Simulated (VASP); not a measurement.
Runs of VASP 6.6.1 on EuS. The structure is cubic, space group Fm-3m (No. 225). The conventional cell has a = 5.957 Å, b = 5.957 Å, c = 5.957 Å, α = 90.00°, β = 90.00°, γ = 90.00°. Eu (site symmetry m-3m) has 6 S at 2.98 Å within 3.9 Å. S (site symmetry m-3m) has 6 Eu at 2.98 Å within 3.9 Å. 

```csv
U,gap on the mesh (eV),pressure (GPa),moment (μB)
Eu f U = 6.0 eV,0.44,(b),7.00
Eu f U = 8.0 eV,0.93,(a),7.00
Eu f U = 4.0 eV,none,-0.1,6.99
Eu f U = 2.0 eV,none,-1.5,6.97
```

Alike in all rows: task single point; level PBE+U; potentials or basis VASP PAW PBE potentials, release 64 (Eu, S); spin collinear, ferromagnetic start; cell as given; k mesh 10 × 10 × 10; cutoff (eV) 600; smearing fermi-dirac 0.15 eV.

Task: Estimate the missing entries.

Result: (a) 1.6; (b) 0.9.

Caveats: spin-orbit coupling is left out, which moves the levels of the heavy elements; a cell with one magnetic atom can't hold antiferromagnetic order, which such compounds often take; semilocal functionals underestimate gaps, and a narrow one can read as zero (at least some runs).

A k mesh can miss the band edges, and the runs leave out spin-orbit coupling on Eu.

A gap of «none» marks levels without a gap at the run's occupations.
